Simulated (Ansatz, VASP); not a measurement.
**Two plane-wave programs on Ag**

```
CELL_PARAMETERS angstrom
0.00000 2.00105 2.00105
2.00105 0.00000 2.00105
2.00105 2.00105 0.00000
ATOMIC_POSITIONS crystal
Ag 0.00000 0.00000 0.00000
```

Alike in both runs: task single point; functional r2SCAN; k mesh 11 × 11 × 11; occupations fermi-dirac, width 0.05 eV; no spin polarisation.

|  | VASP | Ansatz |
| --- | --- | --- |
| version | VASP 6.6.1 | Ansatz 0.2.0 |
| potentials or method | VASP PAW PBE potentials, release 64 (Ag) | Ansatz PAW |
| plane-wave cutoff (eV) | 520 | 500 |
| valence electrons in the cell | 11 | 19 |

|  | VASP | Ansatz | Ansatz less VASP |
| --- | --- | --- | --- |
| gap on the k mesh at the Fermi level (eV) | none | none | - |
| pressure (GPa) | 9.6 | 9.3 | -0.29 |

VASP's potentials were made for PBE, not for r2SCAN. A gap of «none» marks a metal or a gap that the smearing closes. With one functional, cell and mesh, what is left measures potentials, basis and numerics. VASP's potentials hold 11 valence electrons a cell and Ansatz's 19, so a difference there can come from the potentials and not from the codes.
